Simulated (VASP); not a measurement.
# Si2W3 (Amm2) in VASP: single point with PBEsol

Aim: the single point of Si2W3 with PBEsol.

Everything below comes from runs of VASP 6.6.1. Logs are shortened: lines on timing, memory, paths and dates and some standing lists are left out, and cuts for length are marked.

## 1. The cell of the first run

Symmetry: Amm2, No. 38, orthorhombic system. Conventional cell: a = 3.275 Å, b = 9.309 Å, c = 9.309 Å, α = 90.00°, β = 90.00°, γ = 90.00°. Within 3.3 Å of Si (site symmetry mm2) lie 3 Si at 2.50 to 3.27 Å and 8 W at 2.51 to 2.60 Å. Si (site symmetry mm2) has 8 W at 2.48 to 2.58 Å and 5 Si at 2.50 to 3.38 Å within 3.4 Å. Within 3.1 Å of Si (site symmetry m) lie 8 W at 2.37 to 2.77 Å and 1 Si at 2.50 Å. Within 3.1 Å of W (site symmetry m) lie 4 Si at 2.37 to 2.77 Å and 8 W at 2.95 to 2.98 Å. Within 3.3 Å of W (site symmetry mm2) lie 6 Si at 2.42 to 2.48 Å and 7 W at 2.96 to 3.27 Å. Within 3.6 Å of W (site symmetry mm2) lie 6 Si at 2.57 to 2.67 Å and 11 W at 2.98 to 3.50 Å. W (site symmetry m) has 6 Si at 2.51 to 2.58 Å and 7 W at 2.95 to 3.27 Å within 3.3 Å.

## 2. Single point, PBEsol (atoms displaced along a vibrational mode)

INCAR reads:

```
SYSTEM = Si2W3
ALGO     = Fast           ! electronic algorithm
EDIFF    = 1E-7           ! SCF threshold, eV
ENCUT    = 520            ! plane-wave cutoff, eV
GGA      = PS             ! functional
ISIF     = 2              ! what is computed and relaxed
ISMEAR   = 0              ! smearing method
LASPH    = .True.         ! aspherical terms in the spheres
LCHARG   = .False.        ! write CHGCAR
LREAL    = .False.        ! projectors in reciprocal space
LWAVE    = .False.        ! write WAVECAR
NBANDS   = 61             ! bands
NELM     = 100            ! most SCF steps
PREC     = Accurate       ! precision mode
SIGMA    = 0.15           ! smearing width, eV
```

KPOINTS reads:

```
k-points
0
Gamma
  6 6 12
  0 0 0
```

POSCAR reads:

```
Si2W3
1.0
    6.5824376030      0.0000000000      0.0000000000
    0.0000000000      6.5824376030      0.0000000000
    0.0000000000      0.0000000000      3.2749106436
Si W
4 6
Direct
    0.1269050396      0.6269050396      0.0000000000
    0.8587484176      0.3587484176      0.0000000000
    0.6555629592      0.8874063372      0.0000000000
    0.3874063372      0.1555629592      0.0000000000
    0.4993528234      0.4972766911      0.0000000000
   -0.0027233089     -0.0006471766      0.0000000000
    0.6589637698      0.1589637698      0.5000000000
    0.3392484662      0.8392484662      0.5000000000
    0.1602504459      0.3405351423      0.5000000000
    0.8405351423      0.6602504459      0.5000000000
```

Potentials or basis: VASP PAW PBE potentials, release 64 (Si, W_sv).

The run is started by

```console
> cat potpaw_PBE.64/Si/POTCAR potpaw_PBE.64/W_sv/POTCAR > POTCAR
> mpirun -np 1 vasp_std > vasp.out
```

OUTCAR:

```text
SYSTEM = Si2W3
   EDIFF = 1E-7
   ENCUT = 520
   GGA = PS
   ISIF = 2
   ISMEAR = 0
   LASPH = .True.
   LREAL = .False.
   NELM = 100
   PREC = Accurate

 ion  position               nearest neighbor table
   1  0.127  0.627  0.000-   2 2.50   9 2.51  10 2.51   9 2.51  10 2.51   8 2.57   8 2.57   5 2.60
                             6 2.60
   2  0.859  0.359  0.000-   7 2.48   7 2.48   1 2.50   5 2.54   6 2.54  10 2.58   9 2.58   9 2.58
                            10 2.58
   3  0.656  0.887  0.000-   6 2.37   7 2.42   7 2.42   4 2.50  10 2.53  10 2.53   8 2.67   8 2.67
                             5 2.77
   4  0.387  0.156  0.000-   5 2.37   7 2.42   7 2.42   3 2.50   9 2.53   9 2.53   8 2.67   8 2.67
                             6 2.77
   5  0.499  0.497  0.000-   4 2.37   2 2.54   1 2.60   3 2.77   9 2.95   9 2.95   7 2.96   7 2.96
                             8 2.98   8 2.98  10 2.98  10 2.98
   6  0.997  0.999  0.000-   3 2.37   2 2.54   1 2.60   4 2.77  10 2.95  10 2.95   7 2.96   7 2.96
                             8 2.98   8 2.98   9 2.98   9 2.98
   7  0.659  0.159  0.500-   3 2.42   4 2.42   3 2.42   4 2.42   2 2.48   2 2.48   6 2.96   5 2.96
                             5 2.96   6 2.96   8 2.98
   8  0.339  0.839  0.500-   1 2.57   1 2.57   4 2.67   3 2.67   3 2.67   4 2.67   7 2.98   5 2.98
                             6 2.98   5 2.98   6 2.98  10 3.49   9 3.49
   9  0.160  0.341  0.500-   1 2.51   1 2.51   4 2.53   4 2.53   2 2.58   2 2.58   5 2.95   5 2.95
                            10 2.98   6 2.98   6 2.98   8 3.49
  10  0.841  0.660  0.500-   1 2.51   1 2.51   3 2.53   3 2.53   2 2.58   2 2.58   6 2.95   6 2.95
                             9 2.98   5 2.98   5 2.98   8 3.49

  LATTYP: Found a simple tetragonal cell.
 ALAT       =     6.5824376030
 C/A-ratio  =     0.4975224744

  Lattice vectors:

 A1 = (   6.5824376030,   0.0000000000,   0.0000000000)
 A2 = (   0.0000000000,   6.5824376030,   0.0000000000)
 A3 = (   0.0000000000,   0.0000000000,   3.2749106436)

Analysis of symmetry for initial positions (statically):
=====================================================================
 Subroutine PRICEL returns:
 Original cell was already a primitive cell.

 Routine SETGRP: Setting up the symmetry group for a
 simple tetragonal supercell.

 Subroutine GETGRP returns: Found  4 space group operations
 (whereof  2 operations were pure point group operations)
 out of a pool of 16 trial point group operations.

The static configuration has the point symmetry C_1h.
 The point group associated with its full space group is C_2v.

Analysis of symmetry for dynamics (positions and initial velocities):
=====================================================================
 Subroutine PRICEL returns:
 Original cell was already a primitive cell.

 Routine SETGRP: Setting up the symmetry group for a
 simple tetragonal supercell.

 Subroutine GETGRP returns: Found  4 space group operations
 (whereof  2 operations were pure point group operations)
 out of a pool of 16 trial point group operations.

The dynamic configuration has the point symmetry C_1h.
 The point group associated with its full space group is C_2v.

 Subroutine INISYM returns: Found  4 space group operations
 (whereof  2 operations are pure point group operations),
 and found     1 'primitive' translations

----------------------------------------------------------------------------------------

                                     Primitive cell

  volume of cell :     141.8969

  direct lattice vectors                    reciprocal lattice vectors
     6.582437603  0.000000000  0.000000000     0.151919404  0.000000000  0.000000000
     0.000000000  6.582437603  0.000000000     0.000000000  0.151919404  0.000000000
     0.000000000  0.000000000  3.274910644     0.000000000  0.000000000  0.305351843

  length of vectors
     6.582437603  6.582437603  3.274910644     0.151919404  0.151919404  0.305351843

  position of ions in fractional coordinates (direct lattice)
     0.126905040  0.626905040  0.000000000
     0.858748418  0.358748418  0.000000000
     0.655562959  0.887406337  0.000000000
     0.387406337  0.155562959  0.000000000
     0.499352823  0.497276691  0.000000000
     0.997276691  0.999352823  0.000000000
     0.658963770  0.158963770  0.500000000
     0.339248466  0.839248466  0.500000000
     0.160250446  0.340535142  0.500000000
     0.840535142  0.660250446  0.500000000

  ion indices of the primitive-cell ions
   primitive index   ion index
                 1           1
                 2           2
                 3           3
                 4           4
                 5           5
                 6           6
                 7           7
                 8           8
                 9           9
                10          10

----------------------------------------------------------------------------------------

 KPOINTS: k-points

Automatic generation of k-mesh.
 Grid dimensions read from file:
 generate k-points for:    6    6   12

 Generating k-lattice:

  Cartesian coordinates                     Fractional coordinates (reciprocal lattice)
     0.025319901  0.000000000  0.000000000     0.166666667  0.000000000  0.000000000
     0.000000000  0.025319901  0.000000000     0.000000000  0.166666667  0.000000000
     0.000000000  0.000000000  0.025445987     0.000000000  0.000000000  0.083333333

  Length of vectors
     0.025319901  0.025319901  0.025445987

  Shift w.r.t. Gamma in fractional coordinates (k-lattice)
     0.000000000  0.000000000  0.000000000

 Subroutine IBZKPT returns following result:
 ===========================================

 Found     91 irreducible k-points:

 Following reciprocal coordinates:
            Coordinates               Weight
  0.000000  0.000000  0.000000      1.000000
  0.166667  0.000000  0.000000      4.000000
  0.333333  0.000000  0.000000      4.000000
  0.500000  0.000000  0.000000      2.000000
  0.166667  0.166667  0.000000      2.000000
 -0.166667  0.166667  0.000000      2.000000
[... 16 lines left out ...]
  0.333333  0.333333  0.083333      4.000000
 -0.333333  0.333333  0.083333      4.000000
 [... further k-points ...]
   k-points           NKPTS =     91   k-points in BZ     NKDIM =     91   number of bands    NBANDS=     61
   number of dos      NEDOS =    301   number of ions     NIONS =     10
   total plane-waves  NPLWV =  60000
   dimension x,y,z NGX =    50 NGY =   50 NGZ =   24
   dimension x,y,z NGXF=   100 NGYF=  100 NGZF=   48
   ions per type =               4   6
   NGX,Y,Z   is equivalent  to a cutoff of  12.63, 12.63, 12.18 a.u.
   NGXF,Y,Z  is equivalent  to a cutoff of  25.26, 25.26, 24.37 a.u.
 SYSTEM =  Si2W3
   PREC   = accura    normal or accurate (medium, high low for compatibility)
   ISTART =      0    job   : 0-new  1-cont  2-samecut
   ICHARG =      2    charge: 1-file 2-atom 10-const
   ISPIN  =      1    spin polarized calculation?
   LNONCOLLINEAR =      F non collinear calculations
   LSORBIT =      F    spin-orbit coupling
   LASPH  =      T    aspherical Exc in radial PAW
   ENCUT  =  520.0 eV  38.22 Ry    6.18 a.u.  12.24 12.24  6.09*2*pi/ulx,y,z
   NELM   =    100;   NELMIN=  2; NELMDL= -5     # of ELM steps
   EDIFF  = 0.1E-06   stopping-criterion for ELM
   LREAL  =      F    real-space projection
   EDIFFG = 0.1E-05   stopping-criterion for IOM
   NSW    =      0    number of steps for IOM
   IBRION =     -1    ionic relax: 0-MD 1-quasi-New 2-CG
   NFREE  =      0    steps in history (QN), initial steepest desc. (CG)
   ISIF   =      2    stress and relaxation
   ISYM   =      2    0-nonsym 1-usesym 2-fastsym
   POTIM  = 0.5000    time-step for ionic-motion
   TEBEG  =    0.0;   TEEND  =   0.0 temperature during run
   PSTRESS=    0.0 pullay stress
   NELECT =     100.0000    total number of electrons
   NUPDOWN=      -1.0000    fix difference up-down
   EMIN   =  10.00;   EMAX   =-10.00  energy-range for DOS
   EFERMI =   0.00;   METHOD = LEGACY
   ISMEAR =     0;   SIGMA  =   0.15  broadening in eV -4-tet -1-fermi 0-gaus
   EFERMI_NEDOS =   21; number of points for ismear=-14 and -15
   IALGO  =     68    algorithm
   IMIX   =      4    mixing-type and parameters
     AMIX     =   0.40;   BMIX     =  1.00
     AMIX_MAG =   1.60;   BMIX_MAG =  1.00
  volume/ion in A,a.u.               =      14.19        95.76
  Fermi-wavevector in a.u.,A,eV,Ry     =   1.456858  2.753062 28.877479  2.122435
  Thomas-Fermi vector in A             =   2.573727
   LORBIT       =      0    0 simple, 1 ext, 2 COOP (PROOUT), +10 PAW based schemes
   GGA     = PS    functional components
   LHFCALC =     F    Hartree Fock is set to
   AEXX    =    0.0000 exact exchange contribution
   IVDW    =     0    specifies the selected vdW correction
   LEPSILON=     F    determine dielectric tensor
   LRPA    =     F    only Hartree local field effects (RPA)
 non-spin polarized calculation
 RMM-DIIS sequential band-by-band and
 Gauss-broadening in eV      SIGMA  =   0.15
  energy-cutoff  :      520.00
  volume of cell :      141.90
 maximum number of plane-waves:      3848
 NGX is ok and might be reduce to    50
   NGX = 25   NGY = 25   NGZ = 13

 number of electron     100.0000005 magnetization

 Free energy of the ion-electron system (eV)
  ---------------------------------------------------
  ext. energy  EPLUGINS =         0.00000000
  ---------------------------------------------------
  free energy    TOTEN  =      -105.42037049 eV

  energy without entropy =     -105.35951334  energy(sigma->0) =     -105.38994192

 E-fermi :  11.9169     XC(G=0): -13.1715

 val. band max:       11.9156577201   @ k =   0.5000   0.0000   0.4167
 cond. band min:      11.9170934442   @ k =  -0.1667   0.1667   0.1667
 fundamental gap:      0.0014357241
 Fermi energy:        11.9169372052

 k-point     1 :       0.0000    0.0000    0.0000
  band No.  band energies     occupation
      1     -62.4136      2.00000
      2     -62.3492      2.00000
      3     -62.3370      2.00000
      4     -62.2287      2.00000
      5     -62.0250      2.00000
      6     -62.0218      2.00000
[... 1525 lines left out ...]
     60      13.4737      0.00000
     61      14.8632      0.00000

 [... further k-points ...]

------------------------ aborting loop because EDIFF is reached ----------------------------------------

  FORCE on cell =-STRESS in cart. coord.  units (eV):
  Direction    XX          YY          ZZ          XY          YZ          ZX
  --------------------------------------------------------------------------------------
  -------------------------------------------------------------------------------------
  Total        2.7892409      2.7892409      2.4168483      0.5238799      0.0000000      0.0000000
  in kB       31.4936973     31.4936973     27.2889620      5.9151989      0.0000000      0.0000000
  external PRESSURE =      30.0921189 kB  Pullay stress =       0.0000000 kB

 VOLUME and BASIS-vectors are now :
 -----------------------------------------------------------------------------
  energy-cutoff  :      520.00
  volume of cell :      141.90
      direct lattice vectors                 reciprocal lattice vectors
     6.582437603  0.000000000  0.000000000     0.151919404  0.000000000  0.000000000
     0.000000000  6.582437603  0.000000000     0.000000000  0.151919404  0.000000000
     0.000000000  0.000000000  3.274910644     0.000000000  0.000000000  0.305351843

 POSITION                                       TOTAL-FORCE (eV/Angst)
 -----------------------------------------------------------------------------------
      0.83534      4.12656      0.00000         0.777803      0.777803      0.000000
      5.65266      2.36144      0.00000         0.880357      0.880357      0.000000
      4.31520      5.84130      0.00000        -2.581031     -2.613206      0.000000
      2.55008      1.02398      0.00000        -2.613206     -2.581031      0.000000
      3.28696      3.27329      0.00000         0.508657      2.273829      0.000000
      6.56451      6.57818      0.00000         2.273829      0.508657      0.000000
      4.33759      1.04637      1.63746         0.920813      0.920813      0.000000
      2.23308      5.52430      1.63746         0.436472      0.436472      0.000000
      1.05484      2.24155      1.63746        -0.258850     -0.344844      0.000000
      5.53277      4.34606      1.63746        -0.344844     -0.258850      0.000000
 -----------------------------------------------------------------------------------
    total drift:                               -0.000019     -0.000019     -0.000003

  FREE ENERGIE OF THE ION-ELECTRON SYSTEM (eV)
  ---------------------------------------------------
  free  energy   TOTEN  =      -105.4203704933 eV

  energy  without entropy=     -105.3595133415  energy(sigma->0) =     -105.38994192
```

Run time: 17 min. Hardware: 1 thread of Intel Xeon Platinum 8259CL at 2.50GHz (Skylake/Cascade Lake), shared host; peak memory 0.62 GiB.

What came out:

```yaml
Free_energy: -105.4204 eV
Pressure: 3.0 GPa
Largest_force: 3.673 eV/Å
Band_gap_on_the_k_mesh: zero (bands 50 and 51 overlap by 1.57 eV)
```

Forces on the atoms (eV/Å):
```
Si   0.778  0.778  0.000
Si   0.880  0.880  0.000
Si  -2.581 -2.613  0.000
Si  -2.613 -2.581  0.000
W    0.509  2.274  0.000
W    2.274  0.509  0.000
W    0.921  0.921  0.000
W    0.436  0.436  0.000
W   -0.259 -0.345  0.000
W   -0.345 -0.259  0.000
```

Caveat: the cell differs from its parent crystal (atoms displaced along a vibrational mode); the cell stands under pressure; the PAW data sets were made with another functional, which shifts forces and pressure a little; spin-orbit coupling is left out, which moves the levels of the heavy elements.
